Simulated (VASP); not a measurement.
# MgO (P1) in VASP: relaxation of the atoms with PBE

Aim: the relaxation of the atoms of MgO with PBE.

Everything below comes from runs of VASP 6.6.1. Logs are shortened: lines on timing, memory, paths and dates and some standing lists are left out, and cuts for length are marked.

**1. The cell of the first run**

The typed cell holds 32 atoms: a = 7.367 Å, b = 7.367 Å, c = 7.367 Å, α = 109.47°, β = 109.47°, γ = 109.47°.

**2. Relaxation of the atoms, PBE**

The input, INCAR:

```
SYSTEM = MgO
PREC     = Accurate       ! precision mode
ENCUT    = 520            ! plane-wave cutoff, eV
EDIFF    = 1E-7           ! SCF threshold, eV
ISMEAR   = 0              ! smearing method
SIGMA    = 0.02           ! smearing width, eV
LREAL    = Auto         
LASPH    = .TRUE.         ! aspherical terms in the spheres
NELM     = 80             ! most SCF steps
ALGO     = Normal         ! electronic algorithm
ISIF     = 2              ! what is computed and relaxed
LWAVE    = .FALSE.        ! write WAVECAR
LCHARG   = .FALSE.        ! write CHGCAR
GGA      = PE             ! functional
IBRION   = 2              ! ionic algorithm
NSW      = 45             ! ionic steps
EDIFFG   = -0.03          ! ionic threshold
KPAR     = 2
```

The input, KPOINTS:

```
Automatic mesh
0
Gamma
  2 2 2
  0.5 0.5 0.5
```

The input, POSCAR:

```
MgO
1.0
    4.2535896643      4.2535896643      4.2535896643
   -4.2535896643      4.2535896643     -4.2535896643
   -4.2535896643     -4.2535896643      4.2535896643
Mg O
16 16
Direct
    0.5013768638      0.7529461354      0.7559492524
    0.4991252073      0.4981261164      0.0023467304
    0.7509387963      0.4981433570      0.7482275058
    0.5159272814      0.2574809118      0.2556396946
    0.7376871807      0.2411222491     -0.0134708050
    0.0121536678      0.2656494761      0.7607084422
    0.5066015692     -0.0001929091      0.4988162618
    0.7554038132      0.0061639573      0.2536792969
   -0.0052723105     -0.0142228830     -0.0043508276
    0.2510140830      0.0025169290      0.7515000280
    0.7469924575      0.7418443946      0.4941201459
    0.0071290214      0.7563384372      0.2640362207
    0.2479944804      0.7498686590      0.0111234740
    0.0010006912      0.4879300330      0.4964059608
    0.2527865204      0.4995285514      0.2522153540
    0.2392677165      0.2458196418      0.4923210405
    0.4974790165      0.0016363765      0.0089389445
    0.5055154192      0.7489119620      0.2437066822
    0.7495256540      0.7521166260     -0.0087989439
    0.5030701676      0.4990053193      0.4989440643
    0.7612030407      0.5061635208      0.2495674504
    0.0049479843      0.5066305834      0.0009063997
    0.4908426313      0.2535276781      0.7455352690
    0.7539730293      0.2575791411      0.4981344812
    0.0018716758      0.2510019354      0.2590917922
    0.2464516455      0.2505184292     -0.0054149390
    0.7416930346     -0.0007786896      0.7475025584
    0.0049262066      0.0016227133      0.5008019564
    0.2548999561     -0.0016732049      0.2591440811
    0.0026818588      0.7516552536      0.7506180336
    0.2450798889      0.7486405201      0.4981696497
    0.2437002016      0.4979066784      0.7456101927
```

Potentials or basis: VASP PAW PBE potentials, release 64 (Mg, O).

Run with:

```console
cat potpaw_PBE.64/Mg/POTCAR potpaw_PBE.64/O/POTCAR > POTCAR
mpirun -np 2 vasp_std > vasp.out
```

OUTCAR:

```text
SYSTEM = MgO
   PREC = Accurate
   ENCUT = 520
   EDIFF = 1E-7
   ISMEAR = 0
   LREAL = Auto
   LASPH = .TRUE.
   NELM = 80
   ISIF = 2
   GGA = PE
   IBRION = 2
   NSW = 45
   EDIFFG = -0.03

 ion  position               nearest neighbor table
   1  0.501  0.753  0.756-  19 2.06  27 2.11  32 2.14  17 2.15  31 2.17  20 2.18   5 2.94   9 2.97
                             8 2.99  10 3.01  14 3.01   2 3.02  15 3.03   7 3.03   3 3.03  16 3.05
   2  0.499  0.498  0.002-  18 2.07  26 2.10  23 2.10  21 2.13  32 2.18  19 2.19   6 2.93  11 2.96
                             4 2.97  10 2.98   5 2.98  15 2.98   1 3.02  13 3.03   3 3.04   8 3.06
   3  0.751  0.498  0.748-  24 2.10  20 2.12  22 2.12  19 2.12  23 2.14  30 2.14   9 2.93   4 2.96
                             6 2.97   5 2.98  13 2.99  11 2.99   7 3.00  14 3.02   1 3.03   2 3.04
   4  0.516  0.257  0.256-  24 2.04  17 2.06  20 2.12  21 2.13  29 2.23  26 2.23  11 2.91  14 2.92
                             8 2.95   5 2.96   3 2.96   2 2.97   7 3.01  10 3.03  15 3.04  13 3.06
   5  0.738  0.241  0.987-  27 2.06  23 2.13  17 2.14  21 2.15  22 2.21  25 2.24  10 2.93   7 2.94
                             1 2.94   4 2.96   3 2.98   2 2.98   6 3.01   8 3.02  14 3.07   9 3.08
   6  0.012  0.266  0.761-  32 2.04  26 2.06  22 2.08  24 2.18  28 2.20  27 2.23  13 2.91   2 2.93
                            14 2.93  15 2.96   3 2.97  16 2.98   5 3.01  10 3.02   7 3.04   8 3.05
   7  0.507  1.000  0.499-  27 2.06  29 2.09  18 2.15  24 2.15  31 2.18  23 2.20   5 2.94  13 2.94
                             8 2.97   3 3.00  11 3.00  12 3.01  15 3.01   4 3.01   1 3.03   6 3.04
   8  0.755  0.006  0.254-  25 2.07  24 2.12  18 2.12  17 2.12  28 2.13  19 2.17  14 2.90  16 2.91
                             4 2.95   7 2.97   9 2.99   1 2.99  12 3.02   5 3.02  11 3.04   6 3.05
   9  0.995  0.986  0.996-  19 2.02  30 2.07  29 2.18  27 2.19  26 2.20  25 2.22   3 2.93  13 2.94
[... 17 lines left out ...]
  19  0.750  0.752  0.991-   9 2.02   1 2.06   3 2.12   8 2.17   2 2.19  12 2.24
  20  0.503  0.499  0.499-  11 2.09  15 2.12   3 2.12   4 2.12  16 2.17   1 2.18
  21  0.761  0.506  0.250-  12 2.05  11 2.11   4 2.13   2 2.13  14 2.15   5 2.15
  22  0.005  0.507  0.001-  13 2.03   6 2.08   3 2.12  15 2.15  12 2.17   5 2.21
[... 8 lines left out ...]
  31  0.245  0.749  0.498-  12 2.04  10 2.13  15 2.14  14 2.14   1 2.17   7 2.18
  32  0.244  0.498  0.746-   6 2.04  14 2.05  16 2.13   1 2.14   2 2.18  13 2.18

  LATTYP: Found a body centered cubic cell.
 ALAT       =     8.5071793286

  Lattice vectors:

 A1 = (   4.2535896643,   4.2535896643,   4.2535896643)
 A2 = (  -4.2535896643,   4.2535896643,  -4.2535896643)
 A3 = (  -4.2535896643,  -4.2535896643,   4.2535896643)

Analysis of symmetry for initial positions (statically):
=====================================================================
 Subroutine PRICEL returns:
 Original cell was already a primitive cell.

 Routine SETGRP: Setting up the symmetry group for a
 body centered cubic supercell.

 Subroutine GETGRP returns: Found  1 space group operations
 (whereof  1 operations were pure point group operations)
 out of a pool of 48 trial point group operations.

[... 172 lines left out ...]
     AMIX     =   0.40;   BMIX     =  1.00
     AMIX_MAG =   1.60;   BMIX_MAG =  1.00
  volume/ion in A,a.u.               =       9.62        64.92
  Fermi-wavevector in a.u.,A,eV,Ry     =   1.221901  2.309057 20.314059  1.493041
  Thomas-Fermi vector in A             =   2.357067
   LORBIT       =      0    0 simple, 1 ext, 2 COOP (PROOUT), +10 PAW based schemes
   GGA     = PE    functional components
   LHFCALC =     F    Hartree Fock is set to
   AEXX    =    0.0000 exact exchange contribution
   IVDW    =     0    specifies the selected vdW correction
   LEPSILON=     F    determine dielectric tensor
   LRPA    =     F    only Hartree local field effects (RPA)
 conjugate gradient relaxation of ions
 non-spin polarized calculation
 Gauss-broadening in eV      SIGMA  =   0.02
  energy-cutoff  :      520.00
  volume of cell :      307.84
 maximum number of plane-waves:      8280
 NGX is ok and might be reduce to    54
   NGX = 27   NGY = 27   NGZ = 27

--------------------------------------- Ionic step        1  -------------------------------------------

 number of electron     128.0000001 magnetization

 Free energy of the ion-electron system (eV)
  ---------------------------------------------------
  ext. energy  EPLUGINS =         0.00000000
  ---------------------------------------------------
  free energy    TOTEN  =      -189.97351688 eV

  energy without entropy =     -189.97351688  energy(sigma->0) =     -189.97351688

------------------------ aborting loop because EDIFF is reached ----------------------------------------

  FORCE on cell =-STRESS in cart. coord.  units (eV):
  Direction    XX          YY          ZZ          XY          YZ          ZX
  --------------------------------------------------------------------------------------
  -------------------------------------------------------------------------------------
  Total        0.2207054      0.5817800      0.5675007     -0.1164348      0.0285206     -0.0150630
  in kB        1.1486742      3.0279075      2.9535899     -0.6059914      0.1484372     -0.0783965
  external PRESSURE =       2.3767238 kB  Pullay stress =       0.0000000 kB
[... 449 lines left out ...]
--------------------------------------- Ionic step        8  -------------------------------------------

 number of electron     128.0000054 magnetization

 Free energy of the ion-electron system (eV)
  ---------------------------------------------------
  ext. energy  EPLUGINS =         0.00000000
  ---------------------------------------------------
  free energy    TOTEN  =      -190.60135538 eV

  energy without entropy =     -190.60135538  energy(sigma->0) =     -190.60135538

 E-fermi :   2.8913     XC(G=0): -10.9402

 val. band max:        2.7450055630   @ k =  -0.2500   0.2500   0.2500
 cond. band min:       8.6270395288   @ k =  -0.2500   0.2500   0.2500
 fundamental gap:      5.8820339658
 Fermi energy:         2.8912747288

 k-point     1 :       0.2500    0.2500    0.2500
  band No.  band energies     occupation
      1     -13.5915      2.00000
      2     -13.5901      2.00000
      3     -13.5895      2.00000
      4     -13.5885      2.00000
      5     -12.8238      2.00000
      6     -12.8229      2.00000
[... 305 lines left out ...]
     75      12.5576      0.00000
     76      12.8832      0.00000
 [bands above 76 left out]

------------------------ aborting loop because EDIFF is reached ----------------------------------------

  FORCE on cell =-STRESS in cart. coord.  units (eV):
  Direction    XX          YY          ZZ          XY          YZ          ZX
  --------------------------------------------------------------------------------------
  -------------------------------------------------------------------------------------
  Total       -1.4450573     -1.4413277     -1.4415428     -0.0006631      0.0022267      0.0006610
  in kB       -7.5208841     -7.5014730     -7.5025925     -0.0034509      0.0115890      0.0034402
  external PRESSURE =      -7.5083165 kB  Pullay stress =       0.0000000 kB
[... 47 lines left out ...]
  FREE ENERGIE OF THE ION-ELECTRON SYSTEM (eV)
  ---------------------------------------------------
  free  energy   TOTEN  =      -190.6013553819 eV

  energy  without entropy=     -190.6013553819  energy(sigma->0) =     -190.60135538

 reached required accuracy - stopping structural energy minimisation
```

OSZICAR:

```text
N       E                     dE             d eps       ncg     rms          rms(c)
DAV:   1     0.733224419036E+03    0.73322E+03   -0.63802E+04   664   0.144E+03
DAV:   2    -0.160363770936E+03   -0.89359E+03   -0.87018E+03   820   0.305E+02
DAV:   3    -0.214645235708E+03   -0.54281E+02   -0.54050E+02   784   0.813E+01
[... 99 lines left out ...]
DAV:   6    -0.190601355531E+03    0.11070E-05   -0.14089E-05   752   0.183E-02    0.431E-03
DAV:   7    -0.190601355788E+03   -0.25720E-06   -0.27543E-06   752   0.756E-03    0.462E-03
DAV:   8    -0.190601355519E+03    0.26867E-06   -0.46402E-07   648   0.420E-03    0.296E-03
DAV:   9    -0.190601355392E+03    0.12709E-06   -0.71638E-07   744   0.384E-03    0.123E-03
DAV:  10    -0.190601355382E+03    0.10183E-07   -0.20988E-07   416   0.205E-03
   8 F= -.19060136E+03 E0= -.19060136E+03  d E =-.164977E-02
```

Wall time 11 min (2 MPI ranks of Intel Xeon Platinum 8488C (Sapphire Rapids), shared host); peak memory 0.49 GiB.

What came out:

- Free energy: -190.6014 eV
- Energy gained by relaxing: 19.6 meV/atom
- Ionic steps: 8
- Pressure after relaxing: -0.8 GPa
- Largest force after relaxing: 0.025 eV/Å
- Band gap on the k mesh: 5.88 eV

Forces in eV/Å, atoms in the order of the input:
```
Mg   0.005 -0.008  0.014
Mg  -0.001 -0.012  0.015
Mg   0.009 -0.021  0.009
Mg  -0.001  0.000  0.003
Mg   0.010  0.001 -0.003
Mg   0.007 -0.010  0.010
Mg   0.001  0.017  0.000
Mg  -0.007 -0.020 -0.006
Mg   0.009  0.014  0.010
Mg   0.016  0.006  0.010
Mg   0.006 -0.002  0.014
Mg  -0.014 -0.001 -0.007
Mg   0.003  0.005  0.006
Mg  -0.002  0.004 -0.011
Mg  -0.017  0.006 -0.003
Mg  -0.016  0.015 -0.006
O    0.012 -0.010  0.000
O    0.005  0.006  0.002
O    0.003  0.002 -0.001
O   -0.002  0.002 -0.002
O    0.003  0.001 -0.005
O   -0.002  0.002 -0.007
O   -0.015 -0.002 -0.009
O   -0.003 -0.009 -0.005
O   -0.009  0.007 -0.004
O    0.000 -0.006  0.000
O    0.001 -0.003 -0.001
O   -0.001  0.004 -0.008
O   -0.012 -0.004 -0.009
O    0.012  0.011  0.009
O   -0.004  0.006 -0.008
O    0.002  0.001 -0.008
```

The path:
| step | energy change (eV) | largest force (eV/Å) | pressure (GPa) |
| --- | --- | --- | --- |
| 1 | 0.0000 | 1.1732 | 0.24 |
| 2 | -0.4785 | 0.5495 | -0.48 |
| 3 | -0.5329 | 0.5362 | -0.60 |
| 4 | -0.6060 | 0.1544 | -0.69 |
| 5 | -0.6104 | 0.1669 | -0.70 |
| 6 | -0.6235 | 0.0927 | -0.74 |
| 7 | -0.6262 | 0.0601 | -0.75 |
| 8 | -0.6278 | 0.0248 | -0.75 |

Final structure:
```yaml
crystal:
  lattice:
    - [4.25359, 4.25359, 4.25359]
    - [-4.25359, 4.25359, -4.25359]
    - [-4.25359, -4.25359, 4.25359]
  atoms:
    - { symbol: Mg, position: [0.50070, 0.75062, 0.75022] }
    - { symbol: Mg, position: [0.50092, 0.50066, 0.00014] }
    - { symbol: Mg, position: [0.75099, 0.50082, 0.75028] }
    - { symbol: Mg, position: [0.50099, 0.25047, 0.25036] }
    - { symbol: Mg, position: [0.75086, 0.25061, 0.00050] }
    - { symbol: Mg, position: [0.00086, 0.25072, 0.75036] }
    - { symbol: Mg, position: [0.50080, 0.00026, 0.50045] }
    - { symbol: Mg, position: [0.75123, 0.00061, 0.25040] }
    - { symbol: Mg, position: [0.00052, 0.00034, 0.00031] }
    - { symbol: Mg, position: [0.25062, 0.00062, 0.75057] }
    - { symbol: Mg, position: [0.75070, 0.75054, 0.50016] }
    - { symbol: Mg, position: [0.00105, 0.75011, 0.25035] }
    - { symbol: Mg, position: [0.25088, 0.75056, 0.00050] }
    - { symbol: Mg, position: [0.00106, 0.50039, 0.50055] }
    - { symbol: Mg, position: [0.25090, 0.49997, 0.25017] }
    - { symbol: Mg, position: [0.25093, 0.24994, 0.50028] }
    - { symbol: O, position: [0.50091, 0.00068, 0.00048] }
    - { symbol: O, position: [0.50079, 0.75043, 0.25038] }
    - { symbol: O, position: [0.75080, 0.75043, 0.00038] }
    - { symbol: O, position: [0.50078, 0.50029, 0.50028] }
    - { symbol: O, position: [0.75093, 0.50047, 0.25044] }
    - { symbol: O, position: [0.00089, 0.50037, 0.00044] }
    - { symbol: O, position: [0.50095, 0.25029, 0.75025] }
    - { symbol: O, position: [0.75116, 0.25056, 0.50042] }
    - { symbol: O, position: [0.00086, 0.25013, 0.25030] }
    - { symbol: O, position: [0.25086, 0.25048, 0.00032] }
    - { symbol: O, position: [0.75082, 0.00047, 0.75036] }
    - { symbol: O, position: [0.00092, 0.00034, 0.50042] }
    - { symbol: O, position: [0.25097, 0.00022, 0.25032] }
    - { symbol: O, position: [0.00059, 0.75048, 0.75044] }
    - { symbol: O, position: [0.25080, 0.75019, 0.50044] }
    - { symbol: O, position: [0.25094, 0.50047, 0.75046] }
```

Caveat: a shifted mesh leaves out Γ, where band edges can lie.
